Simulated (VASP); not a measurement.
Runs of VASP 6.6.1 on Sr. The structure is that of space group P6_3/mmc (No. 194), or close to it. The cells are those of the table. This isn't the form of Sr at room conditions, which is fcc.

```tsv
cell	gap on the mesh (eV)	pressure (GPa)
a = 4.069, b = 4.069, c = 7.002 Å, angles 90.0, 90.0, 120.0°, 2 atoms	none	0.6
a = 4.069, b = 4.069, c = 6.934 Å, angles 90.0, 90.0, 120.0°, 2 atoms	none	(a)
a = 4.111, b = 4.111, c = 6.961 Å, angles 90.0, 90.0, 120.0°, 2 atoms	none	0.4
a = 4.320, b = 4.320, c = 6.755 Å, angles 90.0, 90.0, 120.0°, 2 atoms	none	(b)
a = 4.153, b = 4.153, c = 6.893 Å, angles 90.0, 90.0, 120.0°, 2 atoms	none	0.2
a = 4.153, b = 4.153, c = 6.920 Å, angles 90.0, 90.0, 120.0°, 2 atoms	none	0.2
a = 4.111, b = 4.111, c = 6.914 Å, angles 90.0, 90.0, 120.0°, 2 atoms	none	0.5
a = 4.278, b = 4.278, c = 6.796 Å, angles 90.0, 90.0, 120.0°, 2 atoms	none	-0.3
```

Alike in all rows: task single point; level PBEsol; potentials or basis VASP PAW PBE potentials, release 64 (Sr_sv); no spin polarisation; k mesh 12 × 12 × 8; cutoff (eV) 520; smearing gaussian 0.1 eV.

Question: Fill in the values left out.

Answer: (a) 0.7; (b) -0.4.

Caveats: the PAW data sets were made with another functional, which shifts forces and pressure a little.

A k mesh can miss the band edges, and the runs leave out spin-orbit coupling on Sr.

A gap of «none» marks levels without a gap at the run's occupations.
